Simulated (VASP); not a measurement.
# TaN: electric field gradients with PBE

The system is TaN.

```
Ta N
1.0
     3.08811    0.00000    0.00000
    -1.54406    2.67438    0.00000
     0.00000    0.00000    4.98272
Ta N
2 2
Direct
  0.00000 0.00000 0.00000
  0.00000 0.00000 0.50000
  0.33333 0.66667 0.25000
  0.66667 0.33333 0.75000
```

This cell differs from its parent crystal: volume scaled by 1.04.

- Program: VASP 6.6.1
- Task: electric field gradients
- Functional: PBE
- Potentials or basis: VASP PAW PBE potentials, release 64 (Ta_pv, N)
- Cutoff: 520 eV
- k mesh: 9 × 9 × 5
- Occupations: fermi-dirac, width 0.01 eV
- Spin: no spin polarisation
- Dipole correction: no
- Further INCAR settings: ALGO = Normal; EDIFF = 1e-08; NBANDS = 24

| Item | Value |
| --- | --- |
| Pressure | 41.2 GPa |
| Band gap on the k mesh | zero (band 16 reaches 10.11 eV, above the bottom of band 17 at 7.71 eV) |

Stress tensor (GPa, compression positive):
```
16.05  0.00  0.00
 0.00 16.05  0.00
 0.00  0.00 91.60
```

Levels at points of the mesh, in eV from the Fermi level:
| k point | band 13 | band 14 | band 15 | band 16 | band 17 | band 18 | band 19 | band 20 |
| --- | --- | --- | --- | --- | --- | --- | --- | --- |
| (0.00, 0.00, 0.00) | -3.54 | -3.54 | -3.52 | -1.74 | -1.74 | -0.58 | -0.58 | 2.45 |

Electric field gradients, principal values (V/Å²):
```
atom   least  middle  greatest (by size)
1 Ta  89.629  89.630            -179.260
2 Ta  89.629  89.630            -179.260
 3 N  -2.783  -2.783               5.566
 4 N  -2.783  -2.783               5.566
```

Run time: 13 s on 1 thread of Intel(R) Xeon(R) 6975P-C (Granite Rapids), with other jobs on the host, peak memory 0.17 GiB.

Caveat: without QUAD_EFG the Cq values of the log hold for a quadrupole moment of 1 mb, not for the nuclei; spin-orbit coupling is left out, which moves the levels of the heavy elements.
